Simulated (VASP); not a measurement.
# HgTe (Fm-3m) in VASP: a series of runs

Aim: see how the results for HgTe move with the level of theory and the settings. Levels: PBEsol, PBE. Tasks: single point.

Program: VASP 6.6.1. These are calculated values, not measurements. Logs are shortened: lines on timing, memory, paths and dates and some standing lists are left out, and cuts for length are marked.

**1. The cell of the first run**

The structure is cubic, space group Fm-3m (No. 225). The conventional cell has a = 5.843 Å, b = 5.843 Å, c = 5.843 Å, α = 90.00°, β = 90.00°, γ = 90.00°. Hg (site symmetry m-3m) has 6 Te at 2.92 Å within 3.8 Å. Te (site symmetry m-3m) has 6 Hg at 2.92 Å within 3.8 Å.

**2. Single point, PBEsol**

Input file INCAR:

```
  ALGO = Normal
  EDIFF = 1E-6
  ENCUT = 520
  GGA = PS
  ISIF = 2
  ISMEAR = -1
  LASPH = True
  LCHARG = False
  LREAL = False
  LWAVE = False
  NBANDS = 16
  NELM = 60
  PREC = Accurate
  SIGMA = 0.005
```

Input file KPOINTS:

```
k-points
0
Gamma
  18 18 18
```

Input file POSCAR:

```
HgTe
1.0
    0.0000000000      2.9215000000      2.9215000000
    2.9215000000      0.0000000000      2.9215000000
    2.9215000000      2.9215000000      0.0000000000
Hg Te
1 1
Direct
    0.0000000000      0.0000000000      0.0000000000
    0.5000000000      0.5000000000      0.5000000000
```

Potentials or basis: VASP PAW PBE potentials, release 64 (Hg, Te).

Run with:

```console
> cat potpaw_PBE.64/Hg/POTCAR potpaw_PBE.64/Te/POTCAR > POTCAR
> mpirun -np 1 vasp_std > vasp.out
```

OUTCAR:

```text
EDIFF = 1E-6
   ENCUT = 520
   GGA = PS
   ISIF = 2
   ISMEAR = -1
   LASPH = True
   LREAL = False
   NELM = 60
   PREC = Accurate

 ion  position               nearest neighbor table
   1  0.000  0.000  0.000-   2 2.92   2 2.92   2 2.92   2 2.92   2 2.92   2 2.92
   2  0.500  0.500  0.500-   1 2.92   1 2.92   1 2.92   1 2.92   1 2.92   1 2.92

  LATTYP: Found a face centered cubic cell.
 ALAT       =     5.8430000000

  Lattice vectors:

 A1 = (   0.0000000000,   2.9215000000,   2.9215000000)
 A2 = (   2.9215000000,   0.0000000000,   2.9215000000)
 A3 = (   2.9215000000,   2.9215000000,   0.0000000000)

Analysis of symmetry for initial positions (statically):
=====================================================================
 Subroutine PRICEL returns:
 Original cell was already a primitive cell.

 Routine SETGRP: Setting up the symmetry group for a
 face centered cubic supercell.

 Subroutine GETGRP returns: Found 48 space group operations
 (whereof 48 operations were pure point group operations)
 out of a pool of 48 trial point group operations.

The static configuration has the point symmetry O_h .

Analysis of symmetry for dynamics (positions and initial velocities):
=====================================================================
 Subroutine PRICEL returns:
 Original cell was already a primitive cell.

 Routine SETGRP: Setting up the symmetry group for a
 face centered cubic supercell.

 Subroutine GETGRP returns: Found 48 space group operations
 (whereof 48 operations were pure point group operations)
 out of a pool of 48 trial point group operations.

The dynamic configuration has the point symmetry O_h .

 Subroutine INISYM returns: Found 48 space group operations
 (whereof 48 operations are pure point group operations),
 and found     1 'primitive' translations

----------------------------------------------------------------------------------------

                                     Primitive cell

  volume of cell :      49.8710

  direct lattice vectors                    reciprocal lattice vectors
     0.000000000  2.921500000  2.921500000    -0.171144960  0.171144960  0.171144960
     2.921500000  0.000000000  2.921500000     0.171144960 -0.171144960  0.171144960
     2.921500000  2.921500000  0.000000000     0.171144960  0.171144960 -0.171144960

  length of vectors
     4.131624922  4.131624922  4.131624922     0.296431766  0.296431766  0.296431766

  position of ions in fractional coordinates (direct lattice)
     0.000000000  0.000000000  0.000000000
     0.500000000  0.500000000  0.500000000

  ion indices of the primitive-cell ions
   primitive index   ion index
                 1           1
                 2           2

----------------------------------------------------------------------------------------

 KPOINTS: k-points

Automatic generation of k-mesh.
 Grid dimensions read from file:
 generate k-points for:   18   18   18

 Generating k-lattice:

  Cartesian coordinates                     Fractional coordinates (reciprocal lattice)
    -0.009508053  0.009508053  0.009508053     0.055555556  0.000000000  0.000000000
     0.009508053 -0.009508053  0.009508053     0.000000000  0.055555556  0.000000000
     0.009508053  0.009508053 -0.009508053     0.000000000  0.000000000  0.055555556

  Length of vectors
     0.016468431  0.016468431  0.016468431

  Shift w.r.t. Gamma in fractional coordinates (k-lattice)
     0.000000000  0.000000000  0.000000000

 Subroutine IBZKPT returns following result:
 ===========================================

 Found    195 irreducible k-points:

 Following reciprocal coordinates:
            Coordinates               Weight
  0.000000  0.000000  0.000000      1.000000
  0.055556  0.000000  0.000000      8.000000
  0.111111  0.000000  0.000000      8.000000
  0.166667  0.000000  0.000000      8.000000
  0.222222  0.000000  0.000000      8.000000
  0.277778  0.000000  0.000000      8.000000
[... 16 lines left out ...]
 -0.277778  0.055556  0.000000     24.000000
 -0.222222  0.055556  0.000000     24.000000
 [... further k-points ...]
   k-points           NKPTS =    195   k-points in BZ     NKDIM =    195   number of bands    NBANDS=     16
   number of dos      NEDOS =    301   number of ions     NIONS =      2
   total plane-waves  NPLWV =  32768
   dimension x,y,z NGX =    32 NGY =   32 NGZ =   32
   dimension x,y,z NGXF=    64 NGYF=   64 NGZF=   64
   ions per type =               1   1
   NGX,Y,Z   is equivalent  to a cutoff of  12.88, 12.88, 12.88 a.u.
   NGXF,Y,Z  is equivalent  to a cutoff of  25.75, 25.75, 25.75 a.u.
 SYSTEM =  unknown system
   PREC   = accura    normal or accurate (medium, high low for compatibility)
   ISTART =      0    job   : 0-new  1-cont  2-samecut
   ICHARG =      2    charge: 1-file 2-atom 10-const
   ISPIN  =      1    spin polarized calculation?
   LNONCOLLINEAR =      F non collinear calculations
   LSORBIT =      F    spin-orbit coupling
   LASPH  =      T    aspherical Exc in radial PAW
   ENCUT  =  520.0 eV  38.22 Ry    6.18 a.u.   7.68  7.68  7.68*2*pi/ulx,y,z
   NELM   =     60;   NELMIN=  2; NELMDL= -5     # of ELM steps
   EDIFF  = 0.1E-05   stopping-criterion for ELM
   LREAL  =      F    real-space projection
   EDIFFG = 0.1E-04   stopping-criterion for IOM
   NSW    =      0    number of steps for IOM
   IBRION =     -1    ionic relax: 0-MD 1-quasi-New 2-CG
   NFREE  =      0    steps in history (QN), initial steepest desc. (CG)
   ISIF   =      2    stress and relaxation
   ISYM   =      2    0-nonsym 1-usesym 2-fastsym
   POTIM  = 0.5000    time-step for ionic-motion
   TEBEG  =    0.0;   TEEND  =   0.0 temperature during run
   PSTRESS=    0.0 pullay stress
   NELECT =      18.0000    total number of electrons
   NUPDOWN=      -1.0000    fix difference up-down
   EMIN   =  10.00;   EMAX   =-10.00  energy-range for DOS
   EFERMI =   0.00;   METHOD = LEGACY
   ISMEAR =    -1;   SIGMA  =   0.01  broadening in eV -4-tet -1-fermi 0-gaus
   EFERMI_NEDOS =   21; number of points for ismear=-14 and -15
   IALGO  =     38    algorithm
   IMIX   =      4    mixing-type and parameters
     AMIX     =   0.40;   BMIX     =  1.00
     AMIX_MAG =   1.60;   BMIX_MAG =  1.00
  volume/ion in A,a.u.               =      24.94       168.27
  Fermi-wavevector in a.u.,A,eV,Ry     =   1.165601  2.202666 18.485213  1.358625
  Thomas-Fermi vector in A             =   2.302124
   LORBIT       =      0    0 simple, 1 ext, 2 COOP (PROOUT), +10 PAW based schemes
   GGA     = PS    functional components
   LHFCALC =     F    Hartree Fock is set to
   AEXX    =    0.0000 exact exchange contribution
   IVDW    =     0    specifies the selected vdW correction
   LEPSILON=     F    determine dielectric tensor
   LRPA    =     F    only Hartree local field effects (RPA)
 non-spin polarized calculation
  energy-cutoff  :      520.00
  volume of cell :       49.87
 maximum number of plane-waves:      1367
   NGX = 15   NGY = 15   NGZ = 15

 number of electron      18.0000001 magnetization

 Free energy of the ion-electron system (eV)
  ---------------------------------------------------
  ext. energy  EPLUGINS =         0.00000000
  ---------------------------------------------------
  free energy    TOTEN  =        -4.12382922 eV

  energy without entropy =       -4.12360344  energy(sigma->0) =       -4.12371633

 E-fermi :   5.8508     XC(G=0): -10.6656

 val. band max:        5.8501482138   @ k =  -0.4444   0.1111   0.0000
 cond. band min:       5.8554010061   @ k =   0.3889   0.2778   0.0556
 fundamental gap:      0.0052527923
 Fermi energy:         5.8507865744

 k-point     1 :       0.0000    0.0000    0.0000
  band No.  band energies     occupation
      1      -7.2774      2.00000
      2      -1.4476      2.00000
      3      -1.4476      2.00000
      4      -1.3826      2.00000
      5      -1.3826      2.00000
      6      -1.3826      2.00000
[... 8 lines left out ...]
     15      13.8093      0.00000
     16      13.8093      0.00000

 k-point     2 :       0.0556    0.0000    0.0000
  band No.  band energies     occupation
      1      -7.2435      2.00000
      2      -1.4618      2.00000
      3      -1.4618      2.00000
      4      -1.3883      2.00000
      5      -1.3777      2.00000
      6      -1.3777      2.00000
[... 8 lines left out ...]
     15      13.8196      0.00000
     16      13.8196      0.00000

 k-point     3 :       0.1111    0.0000    0.0000
  band No.  band energies     occupation
      1      -7.1427      2.00000
      2      -1.5058      2.00000
      3      -1.5058      2.00000
      4      -1.4065      2.00000
      5      -1.3596      2.00000
      6      -1.3596      2.00000
[... 8 lines left out ...]
     15      13.9502      0.00000
     16      13.9502      0.00000

 k-point     4 :       0.1667    0.0000    0.0000
  band No.  band energies     occupation
      1      -6.9786      2.00000
      2      -1.5740      2.00000
      3      -1.5740      2.00000
      4      -1.4415      2.00000
      5      -1.3288      2.00000
      6      -1.3288      2.00000
[... 8 lines left out ...]
     15      14.2003      0.00000
     16      14.2003      0.00000
[... 324 lines left out ...]
 k-point    22 :      -0.3333    0.0556    0.0000
  band No.  band energies     occupation
      1      -6.0908      2.00000
      2      -1.9032      2.00000
      3      -1.8605      2.00000
      4      -1.7190      2.00000
      5      -1.2047      2.00000
      6      -1.1773      2.00000
[... 8 lines left out ...]
     15      15.3213      0.00000
     16      16.4654      0.00000

 k-point    23 :      -0.2778    0.0556    0.0000
  band No.  band energies     occupation
      1      -6.3776      2.00000
      2      -1.7985      2.00000
      3      -1.7806      2.00000
      4      -1.6012      2.00000
      5      -1.2452      2.00000
      6      -1.2138      2.00000
[... 8 lines left out ...]
     15      14.7673      0.00000
     16      15.8657      0.00000

 k-point    24 :      -0.2222    0.0556    0.0000
  band No.  band energies     occupation
      1      -6.6502      2.00000
      2      -1.7226      2.00000
      3      -1.6776      2.00000
      4      -1.5103      2.00000
      5      -1.2870      2.00000
      6      -1.2563      2.00000
[... 8 lines left out ...]
     15      14.3041      0.00000
     16      15.3336      0.00000

 [... further k-points ...]

------------------------ aborting loop because EDIFF is reached ----------------------------------------

  FORCE on cell =-STRESS in cart. coord.  units (eV):
  Direction    XX          YY          ZZ          XY          YZ          ZX
  --------------------------------------------------------------------------------------
  -------------------------------------------------------------------------------------
  Total        1.9661165      1.9661165      1.9661165      0.0000000     -0.0000000      0.0000000
  in kB       63.1643688     63.1643688     63.1643688      0.0000000     -0.0000000      0.0000000
  external PRESSURE =      63.1643688 kB  Pullay stress =       0.0000000 kB

 VOLUME and BASIS-vectors are now :
 -----------------------------------------------------------------------------
  energy-cutoff  :      520.00
  volume of cell :       49.87
      direct lattice vectors                 reciprocal lattice vectors
     0.000000000  2.921500000  2.921500000    -0.171144960  0.171144960  0.171144960
     2.921500000  0.000000000  2.921500000     0.171144960 -0.171144960  0.171144960
     2.921500000  2.921500000  0.000000000     0.171144960  0.171144960 -0.171144960

 POSITION                                       TOTAL-FORCE (eV/Angst)
 -----------------------------------------------------------------------------------
      0.00000      0.00000      0.00000         0.000000      0.000000     -0.000000
      2.92150      2.92150      2.92150         0.000000     -0.000000      0.000000
 -----------------------------------------------------------------------------------
    total drift:                                0.000000     -0.000000     -0.000000

  FREE ENERGIE OF THE ION-ELECTRON SYSTEM (eV)
  ---------------------------------------------------
  free  energy   TOTEN  =        -4.1238292174 eV

  energy  without entropy=       -4.1236034388  energy(sigma->0) =       -4.12371633
```

Run time: 43 s. Hardware: 1 thread of Intel Xeon 6975P-C (Granite Rapids), shared host; peak memory 0.3 GiB.

Results:

```yaml
Free_energy: -4.1238 eV
Pressure: 6.3 GPa
Band_gap_on_the_k_mesh: zero (bands 9 and 10 overlap by 3.27 eV)
```

Caveat: the cell stands under pressure; the PAW data sets were made with another functional, which shifts forces and pressure a little; spin-orbit coupling is left out, which moves the levels of the heavy elements.

**3. Single point, PBE, non-collinear spin, zero start, spin-orbit coupling**

Input file INCAR:

```
SYSTEM = HgTe
ALGO = Normal ; EDIFF = 1E-7
ENCUT = 520 ; GGA = PE
GGA_COMPAT = .FALSE. ; ISIF = 2
ISMEAR = -1 ; LASPH = .TRUE.
LCHARG = .FALSE. ; LORBIT = 11
LORBMOM = .TRUE. ; LREAL = .FALSE.
LSORBIT = .TRUE. ; LWAVE = .FALSE.
MAGMOM = 0 0 0 0 0 0 ; NBANDS = 30
NELM = 150 ; PREC = Accurate
SIGMA = 0.08
```

Input file KPOINTS:

```
k-points
0
G
  12 12 12
  0 0 0
```

POSCAR is that of step 2.

Potentials or basis: VASP PAW PBE potentials, release 64 (Hg, Te).

Run with:

```console
> cat potpaw_PBE.64/Hg/POTCAR potpaw_PBE.64/Te/POTCAR > POTCAR
> mpirun -np 1 vasp_ncl > vasp.out
```

Wall time 94 s (1 thread of Intel Xeon 6975P-C (Granite Rapids), shared host); peak memory 0.4 GiB.

It converged, with:

| Item | Value |
| --- | --- |
| Free energy | -3.5221 eV |
| Pressure | 10.5 GPa |
| Net moment | 0.00 μB per cell |
| Valence electrons inside the program's atomic spheres | Hg 10.55; Te 3.37 |

Moments on the atoms (μB; x, y, z):
```
Hg  0.00 0.00 0.00
Te  0.00 0.00 0.00
```

Caveat: the cell stands under pressure.
